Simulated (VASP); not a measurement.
# AlN (P3m1) in VASP: further runs

Runs on AlN. Level: PBE. Tasks: single point.

All numbers are computed with VASP 6.6.1; they aren't measurements. Logs are shortened: lines on timing, memory, paths and dates and some standing lists are left out, and cuts for length are marked.

### 1 The cell of the first run

It takes space group P3m1 (No. 156, trigonal). Conventional cell: a = 3.089 Å, b = 3.089 Å, c = 14.981 Å, α = 90.00°, β = 90.00°, γ = 120.00°. Within 2.3 Å of Al (site symmetry 3m) lie 4 N at 1.74 to 1.89 Å. Within 2.5 Å of Al (site symmetry 3m) lie 4 N at 1.89 Å. Al (site symmetry 3m) has 4 N at 1.89 Å within 2.5 Å. Al (site symmetry 3m) has 4 N at 1.89 Å within 2.5 Å. Within 2.5 Å of Al (site symmetry 3m) lie 4 N at 1.89 Å. Within 2.5 Å of Al (site symmetry 3m) lie 4 N at 1.89 Å. Within 2.5 Å of N (site symmetry 3m) lie 4 Al at 1.89 Å. Within 2.5 Å of N (site symmetry 3m) lie 4 Al at 1.89 Å.

### 2 Single point, PBE

Contents of INCAR:

```
SYSTEM = AlN
PREC = Accurate ; ENCUT = 520
EDIFF = 1E-6 ; ISMEAR = 0
SIGMA = 0.05 ; LREAL = .FALSE.
LASPH = .TRUE. ; NELM = 60
ALGO = Normal ; ISIF = 2
LWAVE = .FALSE. ; LCHARG = .FALSE.
GGA = PE ; NBANDS = 36
```

Contents of KPOINTS:

```
regular mesh
0
G
  8 8 2
  0 0 0
```

Contents of POSCAR:

```
AlN
1.0
    2.1839935596     -2.1839935596      0.0000000000
    2.1839935596      0.0000000000     -2.1839935596
    8.6493716980      8.6493716980      8.6493716980
Al N
6 6
Direct
    0.6666666667      0.6666666667      0.0630921193
    0.0000000000      0.0000000000      0.9047692706
    0.3333333333      0.3333333333      0.2314275495
    0.6666666667      0.6666666667      0.5680984101
    0.0000000000      0.0000000000      0.3997629798
    0.3333333333      0.3333333333      0.7364338404
    0.6666666667      0.6666666667      0.4418468374
    1.0000000000      1.0000000000      0.2735114071
    0.3333333333      0.3333333333      0.6101822677
    0.6666666667      0.6666666667      0.9468531282
    0.0000000000      0.0000000000      0.7785176979
    0.3333333333      0.3333333333      0.1051759768
```

Potentials or basis: VASP PAW PBE potentials, release 64 (Al, N).

Command:

```console
cat potpaw_PBE.64/Al/POTCAR potpaw_PBE.64/N/POTCAR > POTCAR
mpirun -np 1 vasp_std > vasp.out
```

OUTCAR:

```text
SYSTEM = AlN
   PREC = Accurate
   ENCUT = 520
   EDIFF = 1E-6
   ISMEAR = 0
   LREAL = .FALSE.
   LASPH = .TRUE.
   NELM = 60
   ISIF = 2
   GGA = PE

 ion  position               nearest neighbor table
   1  0.667  0.667  0.063-  10 1.74  12 1.89  12 1.89  12 1.89   2 2.97   2 2.97   2 2.97   3 3.09
                             3 3.09   3 3.09
   2  0.000  0.000  0.905-  11 1.89  10 1.89  10 1.89  10 1.89   1 2.97   1 2.97   1 2.97   6 3.09
                             6 3.09   6 3.09
   3  0.333  0.333  0.231-  12 1.89   8 1.89   8 1.89   8 1.89   1 3.09   1 3.09   1 3.09   5 3.09
                             5 3.09   5 3.09
   4  0.667  0.667  0.568-   7 1.89   9 1.89   9 1.89   9 1.89   5 3.09   6 3.09   6 3.09   5 3.09
                             5 3.09   6 3.09
   5  0.000  0.000  0.400-   8 1.89   7 1.89   7 1.89   7 1.89   4 3.09   3 3.09   4 3.09   4 3.09
                             3 3.09   3 3.09
   6  0.333  0.333  0.736-  11 1.89  11 1.89  11 1.89   9 1.89   2 3.09   2 3.09   2 3.09   4 3.09
                             4 3.09   4 3.09
   7  0.667  0.667  0.442-   4 1.89   5 1.89   5 1.89   5 1.89
   8  0.000  0.000  0.274-   5 1.89   3 1.89   3 1.89   3 1.89
   9  0.333  0.333  0.610-   6 1.89   4 1.89   4 1.89   4 1.89
  10  0.667  0.667  0.947-   1 1.74   2 1.89   2 1.89   2 1.89
  11  0.000  0.000  0.779-   6 1.89   6 1.89   6 1.89   2 1.89
  12  0.333  0.333  0.105-   1 1.89   1 1.89   3 1.89   1 1.89

  LATTYP: Found a hexagonal cell.
 ALAT       =     3.0886333121
 C/A-ratio  =     4.8504143162

  Lattice vectors:

 A1 = (  -2.1839935596,   0.0000000000,   2.1839935596)
 A2 = (   2.1839935596,  -2.1839935596,   0.0000000000)
 A3 = (   8.6493716980,   8.6493716980,   8.6493716980)

Analysis of symmetry for initial positions (statically):
=====================================================================
 Subroutine PRICEL returns:
 Original cell was already a primitive cell.

 Routine SETGRP: Setting up the symmetry group for a
 hexagonal supercell.

 Subroutine GETGRP returns: Found  6 space group operations
 (whereof  6 operations were pure point group operations)
 out of a pool of 24 trial point group operations.

The static configuration has the point symmetry C_3v.

Analysis of symmetry for dynamics (positions and initial velocities):
=====================================================================
 Subroutine PRICEL returns:
 Original cell was already a primitive cell.

 Routine SETGRP: Setting up the symmetry group for a
 hexagonal supercell.

 Subroutine GETGRP returns: Found  6 space group operations
 (whereof  6 operations were pure point group operations)
 out of a pool of 24 trial point group operations.

The dynamic configuration has the point symmetry C_3v.

 Subroutine INISYM returns: Found  6 space group operations
 (whereof  6 operations are pure point group operations),
 and found     1 'primitive' translations

----------------------------------------------------------------------------------------

                                     Primitive cell

  volume of cell :     123.7680

  direct lattice vectors                    reciprocal lattice vectors
     2.183993560 -2.183993560  0.000000000     0.152625603 -0.305251205  0.152625603
     2.183993560  0.000000000 -2.183993560     0.152625603  0.152625603 -0.305251205
     8.649371698  8.649371698  8.649371698     0.038538445  0.038538445  0.038538445

  length of vectors
     3.088633312  3.088633312 14.981151234     0.373854848  0.373854848  0.066750544

  position of ions in fractional coordinates (direct lattice)
     0.666666667  0.666666667  0.063092119
     0.000000000  0.000000000  0.904769271
     0.333333333  0.333333333  0.231427549
     0.666666667  0.666666667  0.568098410
     0.000000000  0.000000000  0.399762980
     0.333333333  0.333333333  0.736433840
     0.666666667  0.666666667  0.441846837
     0.000000000  0.000000000  0.273511407
     0.333333333  0.333333333  0.610182268
     0.666666667  0.666666667  0.946853128
     0.000000000  0.000000000  0.778517698
     0.333333333  0.333333333  0.105175977

  ion indices of the primitive-cell ions
   primitive index   ion index
                 1           1
                 2           2
                 3           3
                 4           4
                 5           5
                 6           6
                 7           7
                 8           8
                 9           9
                10          10
                11          11
                12          12

----------------------------------------------------------------------------------------

 KPOINTS: regular mesh

Automatic generation of k-mesh.
 Grid dimensions read from file:
 generate k-points for:    8    8    2

 Generating k-lattice:

  Cartesian coordinates                     Fractional coordinates (reciprocal lattice)
     0.019078200 -0.038156401  0.019078200     0.125000000  0.000000000  0.000000000
     0.019078200  0.019078200 -0.038156401     0.000000000  0.125000000  0.000000000
     0.019269222  0.019269222  0.019269222     0.000000000  0.000000000  0.500000000

  Length of vectors
     0.046731856  0.046731856  0.033375272

  Shift w.r.t. Gamma in fractional coordinates (k-lattice)
     0.000000000  0.000000000  0.000000000

 Subroutine IBZKPT returns following result:
 ===========================================

 Found     20 irreducible k-points:

 Following reciprocal coordinates:
            Coordinates               Weight
  0.000000  0.000000  0.000000      1.000000
  0.125000  0.000000  0.000000      6.000000
  0.250000  0.000000  0.000000      6.000000
  0.375000  0.000000  0.000000      6.000000
  0.500000  0.000000  0.000000      3.000000
  0.250000  0.125000  0.000000      6.000000
[... 12 lines left out ...]
  0.500000  0.250000  0.500000      6.000000
 -0.375000  0.250000  0.500000      6.000000
   k-points           NKPTS =     20   k-points in BZ     NKDIM =     20   number of bands    NBANDS=     36
   number of dos      NEDOS =    301   number of ions     NIONS =     12
   total plane-waves  NPLWV =  64512
   dimension x,y,z NGX =    24 NGY =   24 NGZ =  112
   dimension x,y,z NGXF=    48 NGYF=   48 NGZF=  224
   ions per type =               6   6
   NGX,Y,Z   is equivalent  to a cutoff of  12.92, 12.92, 12.43 a.u.
   NGXF,Y,Z  is equivalent  to a cutoff of  25.84, 25.84, 24.86 a.u.
 SYSTEM =  AlN
   PREC   = accura    normal or accurate (medium, high low for compatibility)
   ISTART =      0    job   : 0-new  1-cont  2-samecut
   ICHARG =      2    charge: 1-file 2-atom 10-const
   ISPIN  =      1    spin polarized calculation?
   LNONCOLLINEAR =      F non collinear calculations
   LSORBIT =      F    spin-orbit coupling
   LASPH  =      T    aspherical Exc in radial PAW
   ENCUT  =  520.0 eV  38.22 Ry    6.18 a.u.   5.74  5.74 27.86*2*pi/ulx,y,z
   NELM   =     60;   NELMIN=  2; NELMDL= -5     # of ELM steps
   EDIFF  = 0.1E-05   stopping-criterion for ELM
   LREAL  =      F    real-space projection
[... 7 lines left out ...]
   TEBEG  =    0.0;   TEEND  =   0.0 temperature during run
   PSTRESS=    0.0 pullay stress
   NELECT =      48.0000    total number of electrons
   NUPDOWN=      -1.0000    fix difference up-down
   EMIN   =  10.00;   EMAX   =-10.00  energy-range for DOS
   EFERMI =   0.00;   METHOD = LEGACY
   ISMEAR =     0;   SIGMA  =   0.05  broadening in eV -4-tet -1-fermi 0-gaus
   EFERMI_NEDOS =   21; number of points for ismear=-14 and -15
   IALGO  =     38    algorithm
   IMIX   =      4    mixing-type and parameters
     AMIX     =   0.40;   BMIX     =  1.00
     AMIX_MAG =   1.60;   BMIX_MAG =  1.00
  volume/ion in A,a.u.               =      10.31        69.60
  Fermi-wavevector in a.u.,A,eV,Ry     =   1.193857  2.256063 19.392318  1.425295
  Thomas-Fermi vector in A             =   2.329861
   LORBIT       =      0    0 simple, 1 ext, 2 COOP (PROOUT), +10 PAW based schemes
   GGA     = PE    functional components
   LHFCALC =     F    Hartree Fock is set to
   AEXX    =    0.0000 exact exchange contribution
   IVDW    =     0    specifies the selected vdW correction
   LEPSILON=     F    determine dielectric tensor
   LRPA    =     F    only Hartree local field effects (RPA)
 non-spin polarized calculation
 Gauss-broadening in eV      SIGMA  =   0.05
  energy-cutoff  :      520.00
  volume of cell :      123.77
 maximum number of plane-waves:      3368
   NGX = 11   NGY = 11   NGZ = 55

 number of electron      47.9999991 magnetization

 Free energy of the ion-electron system (eV)
  ---------------------------------------------------
  ext. energy  EPLUGINS =         0.00000000
  ---------------------------------------------------
  free energy    TOTEN  =       -88.78909474 eV

  energy without entropy =      -88.78909474  energy(sigma->0) =      -88.78909474

 E-fermi :   6.4628     XC(G=0): -10.9760

 val. band max:        6.2225895964   @ k =   0.0000   0.0000   0.0000
 cond. band min:       9.3595358190   @ k =   0.5000   0.0000   0.0000
 fundamental gap:      3.1369462226
 Fermi energy:         6.4627918065

 k-point     1 :       0.0000    0.0000    0.0000
  band No.  band energies     occupation
      1      -9.1185      2.00000
      2      -8.6490      2.00000
      3      -8.4459      2.00000
      4      -7.6299      2.00000
      5      -7.4439      2.00000
      6      -6.7941      2.00000
[... 28 lines left out ...]
     35      17.0887      0.00000
     36      17.7044      0.00000

 k-point     2 :       0.1250    0.0000    0.0000
  band No.  band energies     occupation
      1      -8.9193      2.00000
      2      -8.4571      2.00000
      3      -8.2547      2.00000
      4      -7.4763      2.00000
      5      -7.2911      2.00000
      6      -6.6761      2.00000
[... 694 lines left out ...]
 k-point    20 :      -0.3750    0.2500    0.5000
  band No.  band energies     occupation
      1      -6.9822      2.00000
      2      -6.6056      2.00000
      3      -6.4611      2.00000
      4      -6.3406      2.00000
      5      -6.2193      2.00000
      6      -6.0745      2.00000
[... 28 lines left out ...]
     35      16.4424      0.00000
     36      16.5225      0.00000

------------------------ aborting loop because EDIFF is reached ----------------------------------------

  FORCE on cell =-STRESS in cart. coord.  units (eV):
  Direction    XX          YY          ZZ          XY          YZ          ZX
  --------------------------------------------------------------------------------------
  -------------------------------------------------------------------------------------
  Total        5.6746604      5.6746604      5.6746604      1.8267805      1.8267805      1.8267805
  in kB       73.4584794     73.4584794     73.4584794     23.6476745     23.6476745     23.6476745
  external PRESSURE =      73.4584794 kB  Pullay stress =       0.0000000 kB

 VOLUME and BASIS-vectors are now :
 -----------------------------------------------------------------------------
  energy-cutoff  :      520.00
  volume of cell :      123.77
      direct lattice vectors                 reciprocal lattice vectors
     2.183993560 -2.183993560  0.000000000     0.152625603 -0.305251205  0.152625603
     2.183993560  0.000000000 -2.183993560     0.152625603  0.152625603 -0.305251205
     8.649371698  8.649371698  8.649371698     0.038538445  0.038538445  0.038538445

 POSITION                                       TOTAL-FORCE (eV/Angst)
 -----------------------------------------------------------------------------------
      3.45770     -0.91029     -0.91029         1.767121      1.767121      1.767121
      7.82569      7.82569      7.82569        -0.260431     -0.260431     -0.260431
      3.45770      1.27371      1.27371        -0.067559     -0.067559     -0.067559
      7.82569      3.45770      3.45770        -0.067912     -0.067912     -0.067912
      3.45770      3.45770      3.45770        -0.068178     -0.068178     -0.068178
      7.82569      5.64169      5.64169        -0.072440     -0.072440     -0.072440
      6.73369      2.36570      2.36570         0.067648      0.067648      0.067648
      2.36570      2.36570      2.36570         0.068285      0.068285      0.068285
      6.73369      4.54970      4.54970         0.068171      0.068171      0.068171
     11.10168      6.73369      6.73369        -1.643701     -1.643701     -1.643701
      6.73369      6.73369      6.73369         0.072122      0.072122      0.072122
      2.36570      0.18171      0.18171         0.136874      0.136874      0.136874
 -----------------------------------------------------------------------------------
    total drift:                                0.000572      0.000573      0.000573

  FREE ENERGIE OF THE ION-ELECTRON SYSTEM (eV)
  ---------------------------------------------------
  free  energy   TOTEN  =       -88.7890947428 eV

  energy  without entropy=      -88.7890947428  energy(sigma->0) =      -88.78909474
```

It took 2.9 min on 1 thread of AMD EPYC 7R13, shared host; peak memory 0.23 GiB.

Results:

```yaml
Free_energy: -88.7891 eV
Pressure: 7.3 GPa
Largest_force: 3.061 eV/Å
Band_gap_on_the_k_mesh: 3.14 eV
```

Forces on the atoms (eV/Å):
```
Al   1.767  1.767  1.767
Al  -0.260 -0.260 -0.260
Al  -0.068 -0.068 -0.068
Al  -0.068 -0.068 -0.068
Al  -0.068 -0.068 -0.068
Al  -0.072 -0.072 -0.072
N    0.068  0.068  0.068
N    0.068  0.068  0.068
N    0.068  0.068  0.068
N   -1.644 -1.644 -1.644
N    0.072  0.072  0.072
N    0.137  0.137  0.137
```

Stress tensor (GPa, compression positive):
```
7.35 2.36 2.36
2.36 7.35 2.36
2.36 2.36 7.35
```

Caveat: forces of over 1 eV/Å act on the atoms, so gaps and moduli don't describe the material at rest. As with any semilocal functional, this PBE gap is likely too small.

### 3 Single point, PBE

This run uses another cell than the first one, of 10.59 Å³/atom, 1.027 times its volume.

Contents of INCAR:

```
PREC = Accurate
ENCUT = 520
EDIFF = 1E-6
ISMEAR = 0
SIGMA = 0.05
LREAL = False
LASPH = True
NELM = 100
ALGO = Normal
ISIF = 2
LWAVE = False
LCHARG = False
GGA = PE
NBANDS = 36
```

Contents of KPOINTS:

```
Automatic mesh
0
Gamma
  8 8 2
```

Contents of POSCAR:

```
AlN
1.0
    2.1839935596     -2.1839935596      0.0000000000
    2.1839935596      0.0000000000     -2.1839935596
    8.8803118057      8.8803118057      8.8803118057
Al N
6 6
Direct
    0.6666666667      0.6666666667      0.0614513547
    0.0000000000      0.0000000000      0.8812399715
    0.3333333333      0.3333333333      0.2254090781
    0.6666666667      0.6666666667      0.5533245248
    0.0000000000      0.0000000000      0.3893668014
    0.3333333333      0.3333333333      0.7172822482
    0.6666666667      0.6666666667      0.4303562323
    1.0000000000      1.0000000000      0.2663985089
    0.3333333333      0.3333333333      0.5943139556
    0.6666666667      0.6666666667      0.9222294024
    0.0000000000      0.0000000000      0.7582716790
    0.3333333333      0.3333333333      0.1024407856
```

Potentials or basis: VASP PAW PBE potentials, release 64 (Al, N).

Command:

```console
cat potpaw_PBE.64/Al/POTCAR potpaw_PBE.64/N/POTCAR > POTCAR
mpirun -np 1 vasp_std > vasp.out
```

Run time: 3.3 min. Hardware: 1 thread of AMD EPYC 7R13, shared host; peak memory 0.24 GiB.

It converged, with:

| Quantity | Value |
| --- | --- |
| Free energy | -88.7668 eV |
| Pressure | 2.3 GPa |
| Largest force | 2.030 eV/Å |
| Band gap on the k mesh | 2.72 eV |

Forces on the atoms (eV/Å):
```
Al  -1.172 -1.172 -1.172
Al   0.399  0.399  0.399
Al   0.118  0.118  0.118
Al   0.116  0.116  0.116
Al   0.116  0.116  0.116
Al   0.124  0.124  0.124
N   -0.115 -0.115 -0.115
N   -0.115 -0.115 -0.115
N   -0.116 -0.116 -0.116
N    0.949  0.949  0.949
N   -0.126 -0.126 -0.126
N   -0.176 -0.176 -0.176
```

Stress tensor (GPa, compression positive):
```
 2.28 -1.92 -1.92
-1.92  2.28 -1.92
-1.92 -1.92  2.28
```

Levels at points of the mesh, in eV from the valence-band top:
```
           k point  band 22  band 23  band 24  band 25  band 26  band 27
(0.00, 0.00, 0.00)    -0.45     0.00     0.00     3.44     4.90     5.05
(0.50, 0.00, 0.00)    -1.21    -0.88    -0.70     2.72     4.03     4.26
(0.00, 0.00, 0.50)    -0.45     0.00     0.00     3.79     4.17     5.78
(0.50, 0.00, 0.50)    -1.17    -1.03    -0.71     2.96     3.36     5.23
```

Caveat: forces of over 1 eV/Å act on the atoms, so gaps and moduli don't describe the material at rest.
